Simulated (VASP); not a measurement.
Input of a VASP 6.6.1 run:

The input INCAR:

```
PREC = Accurate ; ENCUT = 520
EDIFF = 1E-8 ; ISMEAR = -1
SIGMA = 0.03 ; LREAL = False
LASPH = True ; NELM = 80
ALGO = Normal ; ISIF = 2
LWAVE = False ; LCHARG = False
GGA = PE ; LEFG = True
NBANDS = 12
```

KPOINTS

```
regular mesh
0
Gamma
  11 11 11
```

POSCAR

```
As
1.0
    1.9254598960      1.1389290499      3.5154202331
   -1.8340390190      1.1013340607      3.4778252440
    0.0131522229     -2.1356900106      3.4640645229
As
2
Direct
    0.2275400000      0.2275400000      0.2275400000
    0.7724600000      0.7724600000      0.7724600000
```

Potentials or basis: VASP PAW PBE potentials, release 64 (As).

The run is started by

```sh
$ cat potpaw_PBE.64/As/POTCAR > POTCAR
$ mpirun -np 1 vasp_std > vasp.out
```

**Question.** Predict the pressure.

**Answer.** 3.9 GPa.

**Question.** Estimate the largest force.

**Answer.** 0.328 eV/Å.

Stress tensor (GPa, compression positive):
```
 5.04 -0.38 -0.84
-0.38  3.56 -1.57
-0.84 -1.57  3.15
```

Caveat: the cell differs from its parent crystal (equal xy, yz and zx shear strains of +2 %); the cell stands under pressure; without QUAD_EFG the Cq values of the log hold for a quadrupole moment of 1 mb, not for the nuclei.
